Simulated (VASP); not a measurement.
**SrO: single point with PBE**

Crystal: SrO.

```xyz
2
Lattice="0.0000 2.5663 2.5663 2.5663 0.0000 2.5663 2.5663 2.5663 0.0000" Properties=species:S:1:pos:R:3 pbc="T T T"
Sr    2.5663    2.5663    2.5663
O     0.0000    0.0000    0.0000
```

* Program: VASP 6.6.1
* Task: single point
* Functional: PBE
* Potentials or basis: VASP PAW PBE potentials, release 64 (Sr_sv, O)
* Cutoff: 520 eV
* k mesh: 8 × 8 × 8
* Occupations: gaussian, width 0.02 eV
* Spin: no spin polarisation

- Pressure: 3.9 GPa
- Band gap on the k mesh: 3.26 eV, indirect (least direct gap 3.35 eV)

Levels at points of the mesh, in eV from the valence-band top:
```
           k point  band 5  band 6  band 7  band 8  band 9  band 10  band 11  band 12
(0.00, 0.00, 0.00)  -14.00    0.00    0.00    0.00    4.02     6.22     6.22     6.22
(0.50, 0.00, 0.00)  -12.81   -2.18   -1.15   -1.15    6.58     8.50     8.88     8.88
(0.50, 0.50, 0.00)  -14.37   -0.42   -0.08   -0.08    3.26     7.85    10.21    10.43
```

Run time: 10 s on 1 thread of Intel(R) Xeon(R) Platinum 8559C (Emerald Rapids), with other jobs on the host, peak memory 0.16 GiB.

A k mesh can miss the band edges. PBE gaps usually lie below the measured ones, often by a third to a half.
